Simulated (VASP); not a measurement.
SiC:

```
C Si
1.0
     1.54159    0.89004    5.32123
    -1.54159    0.89004    5.32123
     0.00000   -1.78007    5.32123
C Si
2 2
Direct
  0.44919 0.44919 0.44919
  0.55081 0.55081 0.55081
  0.92547 0.92547 0.92547
  0.07453 0.07453 0.07453
```

Base run:

| Quantity | Value |
| --- | --- |
| Program | VASP 6.6.1 |
| Functional | PBE |
| Potentials or basis | VASP PAW PBE potentials, release 64 (C, Si) |
| Cutoff | 520 eV |
| k mesh | 6 × 6 × 6 |
| Occupations | gaussian, width 0.01 eV |
| Spin | no spin polarisation |

Its results: band gap on the k mesh 0.48 eV (least direct gap 1.81 eV); pressure 2.6 GPa; largest force 0.218 eV/Å.

**Question.** The run is repeated on the same cell with these changes: functional from PBE to HSE06; k mesh from 6 × 6 × 6 to 4 × 4 × 4. What comes out?

**Answer.** Band gap on the k mesh 1.27 eV (least direct gap 2.66 eV); pressure -1.8 GPa; largest force 0.153 eV/Å.

Several settings changed at once.

Caveats: some runs use coarse meshes; the PAW data sets were made with another functional, which shifts forces and pressure a little (at least some runs).

A k mesh can miss the band edges.
